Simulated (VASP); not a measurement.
# Sc2Ta3O (I4/mmm) in VASP: further runs

The runs below take Sc2Ta3O through single point, relaxation of cell and atoms, with PBE.

Everything below comes from runs of VASP 6.6.1. Logs are shortened: lines on timing, memory, paths and dates and some standing lists are left out, and cuts for length are marked.

## 1. The cell of the first run

The structure is tetragonal, space group I4/mmm (No. 139). Conventional cell: a = 4.643 Å, b = 4.643 Å, c = 6.487 Å, α = 90.00°, β = 90.00°, γ = 90.00°. Within 3.1 Å of Sc (site symmetry mmm) lie 10 Ta at 2.32 to 2.86 Å and 2 O at 2.32 Å. Within 2.1 Å of Ta (site symmetry 4mm) lie 1 Ta at 1.57 Å and 1 O at 1.67 Å. Ta (site symmetry 4/mmm) has 2 Ta at 1.57 Å within 2.1 Å. Within 2.2 Å of O (site symmetry 4/mmm) lie 2 Ta at 1.67 Å.

The cell was built from a structure type or drawn by symmetry, and may not be a known phase.

## 2. Single point, PBE

INCAR reads:

```
PREC = Accurate ; ENCUT = 520
EDIFF = 1E-6 ; ISMEAR = 0
SIGMA = 0.1 ; LREAL = False
LASPH = True ; NELM = 60
ALGO = Normal ; ISIF = 2
LWAVE = False ; LCHARG = False
GGA = PE ; NBANDS = 40
```

KPOINTS reads:

```
Automatic mesh
0
Gamma
  6 6 6
```

POSCAR reads:

```
Sc2Ta3O
1.0
   -2.3217237500      2.3217237500      3.2435747600
    2.3217237500     -2.3217237500      3.2435747600
    2.3217237500      2.3217237500     -3.2435747600
Sc Ta O
2 3 1
Direct
    0.5000000000      0.0000000000      0.5000000000
    0.0000000000      0.5000000000      0.5000000000
    0.2422815700      0.2422815700      0.0000000000
    0.7577184300      0.7577184300      0.0000000000
    0.0000000000      0.0000000000      0.0000000000
    0.5000000000      0.5000000000      0.0000000000
```

Potentials or basis: VASP PAW PBE potentials, release 64 (Sc_sv, Ta_pv, O).

Launch:

```console
$ cat potpaw_PBE.64/Sc_sv/POTCAR potpaw_PBE.64/Ta_pv/POTCAR potpaw_PBE.64/O/POTCAR > POTCAR
$ mpirun -np 1 vasp_std > vasp.out
```

OUTCAR:

```text
PREC = Accurate
   ENCUT = 520
   EDIFF = 1E-6
   ISMEAR = 0
   LREAL = False
   LASPH = True
   NELM = 60
   ISIF = 2
   GGA = PE

 ion  position               nearest neighbor table
   1  0.500  0.000  0.500-   5 2.32   6 2.32   6 2.32   5 2.32   3 2.80   3 2.80   4 2.80   4 2.80
                             3 2.86   4 2.86   3 2.86   4 2.86   2 3.24   2 3.24   2 3.28   2 3.28
   2  0.000  0.500  0.500-   5 2.32   6 2.32   5 2.32   6 2.32   3 2.80   4 2.80   3 2.80   4 2.80
                             3 2.86   4 2.86   3 2.86   4 2.86   1 3.24   1 3.24   1 3.28   1 3.28
   3  0.242  0.242  0.000-   5 1.57   6 1.67   1 2.80   2 2.80   2 2.80   1 2.80   2 2.86   1 2.86
                             1 2.86   2 2.86   4 3.14   4 3.28   4 3.28   4 3.28   4 3.28   4 3.34
   4  0.758  0.758  0.000-   5 1.57   6 1.67   1 2.80   2 2.80   1 2.80   2 2.80   1 2.86   2 2.86
                             1 2.86   2 2.86   3 3.14   3 3.28   3 3.28   3 3.28   3 3.28   3 3.34
   5  0.000  0.000  0.000-   3 1.57   4 1.57   1 2.32   2 2.32   2 2.32   1 2.32
   6  0.500  0.500  0.000-   3 1.67   4 1.67   1 2.32   2 2.32   1 2.32   2 2.32

 -----------------------------------------------------------------------------
|                                                                             |
|           W    W    AA    RRRRR   N    N  II  N    N   GGGG   !!!           |
|           W    W   A  A   R    R  NN   N  II  NN   N  G    G  !!!           |
|           W    W  A    A  R    R  N N  N  II  N N  N  G       !!!           |
|           W WW W  AAAAAA  RRRRR   N  N N  II  N  N N  G  GGG   !            |
|           WW  WW  A    A  R   R   N   NN  II  N   NN  G    G                |
|           W    W  A    A  R    R  N    N  II  N    N   GGGG   !!!           |
|                                                                             |
|     The distance between some ions is very small. Please check the          |
|     nearest-neighbor list in the OUTCAR file.                               |
|     I HOPE YOU KNOW WHAT YOU ARE DOING!                                     |
|                                                                             |
 -----------------------------------------------------------------------------

  LATTYP: Found a body centered tetragonal cell.
 ALAT       =     4.6434475000
 C/A-ratio  =     1.3970545634

  Lattice vectors:

 A1 = (  -2.3217237500,   2.3217237500,   3.2435747600)
 A2 = (   2.3217237500,  -2.3217237500,   3.2435747600)
 A3 = (   2.3217237500,   2.3217237500,  -3.2435747600)

Analysis of symmetry for initial positions (statically):
=====================================================================
 Subroutine PRICEL returns:
 Original cell was already a primitive cell.

 Routine SETGRP: Setting up the symmetry group for a
 body centered tetragonal supercell.

 Subroutine GETGRP returns: Found 16 space group operations
 (whereof 16 operations were pure point group operations)
 out of a pool of 16 trial point group operations.

The static configuration has the point symmetry D_4h.

Analysis of symmetry for dynamics (positions and initial velocities):
=====================================================================
 Subroutine PRICEL returns:
[... 138 lines left out ...]
  volume/ion in A,a.u.               =      11.66        78.66
  Fermi-wavevector in a.u.,A,eV,Ry     =   1.564167  2.955847 33.288263  2.446618
  Thomas-Fermi vector in A             =   2.666831
   LORBIT       =      0    0 simple, 1 ext, 2 COOP (PROOUT), +10 PAW based schemes
   GGA     = PE    functional components
   LHFCALC =     F    Hartree Fock is set to
   AEXX    =    0.0000 exact exchange contribution
   IVDW    =     0    specifies the selected vdW correction
   LEPSILON=     F    determine dielectric tensor
   LRPA    =     F    only Hartree local field effects (RPA)
 non-spin polarized calculation
 Gauss-broadening in eV      SIGMA  =   0.10
  energy-cutoff  :      520.00
  volume of cell :       69.94
 maximum number of plane-waves:      1898
 NGX is ok and might be reduce to    36
   NGX = 17   NGY = 17   NGZ = 17

 number of electron      60.9999987 magnetization

 Free energy of the ion-electron system (eV)
  ---------------------------------------------------
  ext. energy  EPLUGINS =         0.00000000
  ---------------------------------------------------
  free energy    TOTEN  =        -1.31018687 eV

  energy without entropy =       -1.30066870  energy(sigma->0) =       -1.30542778

 E-fermi :   9.0790     XC(G=0): -13.4747

 val. band max:        9.0681304244   @ k =   0.1667   0.1667   0.1667
 cond. band min:       9.1374476771   @ k =   0.5000   0.0000  -0.0000
 fundamental gap:      0.0693172527
 Fermi energy:         9.0790017890

 k-point     1 :       0.0000    0.0000    0.0000
  band No.  band energies     occupation
      1     -39.6114      2.00000
      2     -39.5447      2.00000
      3     -38.1002      2.00000
      4     -29.1670      2.00000
      5     -29.1670      2.00000
      6     -28.8601      2.00000
[... 1021 lines left out ...]
     39      12.9320      0.00000
     40      13.4236      0.00000

 [... further k-points ...]

------------------------ aborting loop because EDIFF is reached ----------------------------------------

  FORCE on cell =-STRESS in cart. coord.  units (eV):
  Direction    XX          YY          ZZ          XY          YZ          ZX
  --------------------------------------------------------------------------------------
  -------------------------------------------------------------------------------------
  Total       37.3269795     37.3269795    367.9149163      0.0000000      0.0000000      0.0000000
  in kB      855.1227084    855.1227084   8428.5523103      0.0000000      0.0000000      0.0000000
  external PRESSURE =    3379.5992423 kB  Pullay stress =       0.0000000 kB

 VOLUME and BASIS-vectors are now :
 -----------------------------------------------------------------------------
  energy-cutoff  :      520.00
  volume of cell :       69.94
      direct lattice vectors                 reciprocal lattice vectors
    -2.321723750  2.321723750  3.243574760     0.000000000  0.215357232  0.154150910
     2.321723750 -2.321723750  3.243574760     0.215357232  0.000000000  0.154150910
     2.321723750  2.321723750 -3.243574760     0.215357232  0.215357232  0.000000000

 POSITION                                       TOTAL-FORCE (eV/Angst)
 -----------------------------------------------------------------------------------
      0.00000      2.32172      0.00000        -0.000000     -0.000000      0.000000
      2.32172      0.00000      0.00000        -0.000000     -0.000000      0.000000
      0.00000      0.00000      1.57172         0.000000      0.000000     77.858942
      0.00000      0.00000      4.91543        -0.000000     -0.000000    -77.858942
      0.00000      0.00000      0.00000        -0.000000     -0.000000      0.000000
      0.00000      0.00000      3.24357        -0.000000     -0.000000      0.000000
 -----------------------------------------------------------------------------------
    total drift:                                0.000000     -0.000000     -0.000000

  FREE ENERGIE OF THE ION-ELECTRON SYSTEM (eV)
  ---------------------------------------------------
  free  energy   TOTEN  =        -1.3101868650 eV

  energy  without entropy=       -1.3006687029  energy(sigma->0) =       -1.30542778
```

It took 82 s on 1 thread of Intel Xeon Platinum 8488C (Sapphire Rapids), shared host; peak memory 0.24 GiB.

Results:

```yaml
Free_energy: -1.3102 eV
Pressure: 338.0 GPa
Largest_force: 77.859 eV/Å
Band_gap_on_the_k_mesh: zero (an odd number of electrons rules out a gap without spin polarisation)
```

Forces in eV/Å, atoms in the order of the input:
```
Sc    0.000   0.000   0.000
Sc    0.000   0.000   0.000
Ta    0.000   0.000  77.859
Ta    0.000   0.000 -77.859
Ta    0.000   0.000   0.000
O     0.000   0.000   0.000
```

Stress tensor (GPa, compression positive):
```
 85.51   0.00   0.00
  0.00  85.51   0.00
  0.00   0.00 842.86
```

Caveat: atoms lie so close that the PAW spheres overlap strongly, which falsifies energies and pressures; the cell stands under pressure; spin-orbit coupling is left out, which moves the levels of the heavy elements; an odd number of electrons without spin polarisation forces a metal; a magnetic or distorted state may lie lower.

## 3. Single point, PBE

This run uses another cell than the first one, of 18.89 Å³/atom.

INCAR reads:

```
  ALGO = Normal
  EDIFF = 1E-6
  ENCUT = 520
  GGA = PE
  ISIF = 2
  ISMEAR = 0
  LASPH = True
  LCHARG = True
  LELF = True
  LREAL = False
  LVHAR = True
  LWAVE = False
  NBANDS = 40
  NELM = 100
  PREC = Accurate
  SIGMA = 0.1
```

KPOINTS reads:

```
k-points
0
Gamma
  6 6 6
```

POSCAR reads:

```
Sc2Ta3O
1.0
   -2.4562672738      2.4562672738      4.6965277372
    2.4562672738     -2.4562672738      4.6965277372
    2.4562672738      2.4562672738     -4.6965277372
Sc Ta O
2 3 1
Direct
    0.5000000000      0.0000000000      0.5000000000
    0.0000000000      0.5000000000      0.5000000000
    0.2783617306      0.2783617306      0.0000000000
    0.7216382694      0.7216382694      0.0000000000
    0.0000000000      0.0000000000      0.0000000000
    0.5000000000      0.5000000000      0.0000000000
```

Potentials or basis: VASP PAW PBE potentials, release 64 (Sc_sv, Ta_pv, O).

Launch:

```console
$ cat potpaw_PBE.64/Sc_sv/POTCAR potpaw_PBE.64/Ta_pv/POTCAR potpaw_PBE.64/O/POTCAR > POTCAR
$ mpirun -np 1 vasp_std > vasp.out
```

OUTCAR:

```text
EDIFF = 1E-6
   ENCUT = 520
   GGA = PE
   ISIF = 2
   ISMEAR = 0
   LASPH = True
   LREAL = False
   NELM = 100
   PREC = Accurate

 ion  position               nearest neighbor table
   1  0.500  0.000  0.500-   5 2.46   6 2.46   6 2.46   5 2.46   4 3.22   3 3.22   4 3.22   3 3.22

   2  0.000  0.500  0.500-   5 2.46   6 2.46   5 2.46   6 2.46   4 3.22   4 3.22   3 3.22   3 3.22

   3  0.278  0.278  0.000-   6 2.08   5 2.61   2 3.22   1 3.22   1 3.22   2 3.22   4 3.51   4 3.51
                             4 3.51   4 3.51
   4  0.722  0.722  0.000-   6 2.08   5 2.61   1 3.22   2 3.22   1 3.22   2 3.22   3 3.51   3 3.51
                             3 3.51   3 3.51
   5  0.000  0.000  0.000-   1 2.46   2 2.46   2 2.46   1 2.46   3 2.61   4 2.61
   6  0.500  0.500  0.000-   3 2.08   4 2.08   1 2.46   2 2.46   1 2.46   2 2.46

  LATTYP: Found a body centered tetragonal cell.
 ALAT       =     4.9125345476
 C/A-ratio  =     1.9120589145

  Lattice vectors:

 A1 = (  -2.4562672738,   2.4562672738,   4.6965277372)
 A2 = (   2.4562672738,  -2.4562672738,   4.6965277372)
 A3 = (   2.4562672738,   2.4562672738,  -4.6965277372)

Analysis of symmetry for initial positions (statically):
=====================================================================
 Subroutine PRICEL returns:
 Original cell was already a primitive cell.

 Routine SETGRP: Setting up the symmetry group for a
 body centered tetragonal supercell.

 Subroutine GETGRP returns: Found 16 space group operations
 (whereof 16 operations were pure point group operations)
 out of a pool of 16 trial point group operations.

The static configuration has the point symmetry D_4h.

Analysis of symmetry for dynamics (positions and initial velocities):
=====================================================================
 Subroutine PRICEL returns:
 Original cell was already a primitive cell.

[... 137 lines left out ...]
  Fermi-wavevector in a.u.,A,eV,Ry     =   1.331646  2.516446 24.126948  1.773281
  Thomas-Fermi vector in A             =   2.460641
   LORBIT       =      0    0 simple, 1 ext, 2 COOP (PROOUT), +10 PAW based schemes
   GGA     = PE    functional components
   LHFCALC =     F    Hartree Fock is set to
   AEXX    =    0.0000 exact exchange contribution
   IVDW    =     0    specifies the selected vdW correction
   LEPSILON=     F    determine dielectric tensor
   LRPA    =     F    only Hartree local field effects (RPA)
 non-spin polarized calculation
 Gauss-broadening in eV      SIGMA  =   0.10
  energy-cutoff  :      520.00
  volume of cell :      113.34
 maximum number of plane-waves:      3102
 NGX is ok and might be reduce to    48
   NGX = 21   NGY = 21   NGZ = 21

 number of electron      60.9999998 magnetization

 Free energy of the ion-electron system (eV)
  ---------------------------------------------------
  ext. energy  EPLUGINS =         0.00000000
  ---------------------------------------------------
  free energy    TOTEN  =       -51.09096918 eV

  energy without entropy =      -51.04887146  energy(sigma->0) =      -51.06992032

 E-fermi :   4.6247     XC(G=0): -11.1804

 val. band max:        4.6216823072   @ k =  -0.3333   0.1667  -0.0000
 cond. band min:       4.6382694311   @ k =  -0.1667   0.5000   0.1667
 fundamental gap:      0.0165871240
 Fermi energy:         4.6246782348

 k-point     1 :       0.0000    0.0000    0.0000
  band No.  band energies     occupation
      1     -44.2097      2.00000
      2     -44.1920      2.00000
      3     -30.6543      2.00000
      4     -30.5189      2.00000
      5     -30.4683      2.00000
      6     -30.4683      2.00000
[... 1021 lines left out ...]
     39       7.4308      0.00000
     40       7.8244      0.00000

 [... further k-points ...]

------------------------ aborting loop because EDIFF is reached ----------------------------------------

  FORCE on cell =-STRESS in cart. coord.  units (eV):
  Direction    XX          YY          ZZ          XY          YZ          ZX
  --------------------------------------------------------------------------------------
  -------------------------------------------------------------------------------------
  Total        0.2437181      0.2437181      0.3377375      0.0000000      0.0000000      0.0000000
  in kB        3.4451671      3.4451671      4.7742129      0.0000000      0.0000000      0.0000000
  external PRESSURE =       3.8881824 kB  Pullay stress =       0.0000000 kB

 VOLUME and BASIS-vectors are now :
 -----------------------------------------------------------------------------
  energy-cutoff  :      520.00
  volume of cell :      113.34
      direct lattice vectors                 reciprocal lattice vectors
    -2.456267274  2.456267274  4.696527737     0.000000000  0.203560909  0.106461630
     2.456267274 -2.456267274  4.696527737     0.203560909  0.000000000  0.106461630
     2.456267274  2.456267274 -4.696527737     0.203560909  0.203560909  0.000000000

 POSITION                                       TOTAL-FORCE (eV/Angst)
 -----------------------------------------------------------------------------------
      0.00000      2.45627      0.00000        -0.000000     -0.000000      0.000000
      2.45627      0.00000      0.00000        -0.000000     -0.000000      0.000000
      0.00000      0.00000      2.61467         0.000000      0.000000     -0.030675
      0.00000      0.00000      6.77839         0.000000      0.000000      0.030675
      0.00000      0.00000      0.00000        -0.000000     -0.000000      0.000000
      0.00000      0.00000      4.69653        -0.000000     -0.000000      0.000000
 -----------------------------------------------------------------------------------
    total drift:                                0.000000      0.000000      0.000000

  FREE ENERGIE OF THE ION-ELECTRON SYSTEM (eV)
  ---------------------------------------------------
  free  energy   TOTEN  =       -51.0909691818 eV

  energy  without entropy=      -51.0488714600  energy(sigma->0) =      -51.06992032
```

OSZICAR:

```text
N       E                     dE             d eps       ncg     rms          rms(c)
DAV:   1     0.873508607332E+03    0.87351E+03   -0.29965E+04  2408   0.159E+03
DAV:   2     0.327003120752E+02   -0.84081E+03   -0.82645E+03  2408   0.566E+02
DAV:   3    -0.533493405457E+02   -0.86050E+02   -0.81832E+02  3960   0.169E+02
DAV:   4    -0.583736441120E+02   -0.50243E+01   -0.48750E+01  3968   0.399E+01
DAV:   5    -0.584794649345E+02   -0.10582E+00   -0.10475E+00  3872   0.593E+00    0.264E+01
DAV:   6    -0.550173537110E+02    0.34621E+01   -0.94301E+01  3504   0.409E+01    0.145E+01
DAV:   7    -0.516485830938E+02    0.33688E+01   -0.28839E+01  3632   0.189E+01    0.109E+01
DAV:   8    -0.512116591705E+02    0.43692E+00   -0.34338E+00  3840   0.106E+01    0.579E+00
DAV:   9    -0.511097035626E+02    0.10196E+00   -0.68794E-01  3592   0.544E+00    0.112E+00
DAV:  10    -0.510918554987E+02    0.17848E-01   -0.13767E-01  3528   0.193E+00    0.511E-01
DAV:  11    -0.510911581078E+02    0.69739E-03   -0.82021E-03  3632   0.628E-01    0.332E-01
DAV:  12    -0.510910471620E+02    0.11095E-03   -0.44457E-03  3768   0.393E-01    0.100E-01
DAV:  13    -0.510910227943E+02    0.24368E-04   -0.14393E-03  3488   0.187E-01    0.554E-02
DAV:  14    -0.510909717350E+02    0.51059E-04   -0.26515E-04  3544   0.864E-02    0.148E-02
DAV:  15    -0.510909698429E+02    0.18920E-05   -0.50848E-05  3264   0.329E-02    0.707E-03
DAV:  16    -0.510909691818E+02    0.66114E-06   -0.28802E-06  2528   0.111E-02
   1 F= -.51090969E+02 E0= -.51069920E+02  d E =-.420977E-01
```

Run time: 3.7 min. Hardware: 1 thread of Intel Xeon Platinum 8488C (Sapphire Rapids), shared host; peak memory 0.39 GiB.

Results:

```yaml
Free_energy: -51.0910 eV
Pressure: 0.4 GPa
Largest_force: 0.031 eV/Å
Band_gap_on_the_k_mesh: zero (an odd number of electrons rules out a gap without spin polarisation)
```

Forces in eV/Å, atoms in the order of the input:
```
Sc   0.000  0.000  0.000
Sc   0.000  0.000  0.000
Ta   0.000  0.000 -0.031
Ta   0.000  0.000  0.031
Ta   0.000  0.000  0.000
O    0.000  0.000  0.000
```

Levels at points of the mesh, in eV from the Fermi level:
| k point | band 28 | band 29 | band 30 | band 31 | band 32 | band 33 |
| --- | --- | --- | --- | --- | --- | --- |
| (0.00, 0.00, 0.00) | -1.56 | -1.13 | 0.02 | 0.19 | 0.19 | 0.52 |
| (0.50, 0.00, 0.00) | -0.96 | -0.85 | -0.37 | -0.09 | 0.22 | 0.45 |
| (0.50, 0.50, 0.00) | -0.63 | 0.26 | 0.29 | 0.30 | 0.72 | 1.20 |
| (0.50, 0.50, 0.50) | -1.43 | -1.38 | -0.98 | 0.89 | 0.89 | 1.36 |

Caveat: spin-orbit coupling is left out, which moves the levels of the heavy elements; an odd number of electrons without spin polarisation forces a metal; a magnetic or distorted state may lie lower.

[end of part 1 of 2]
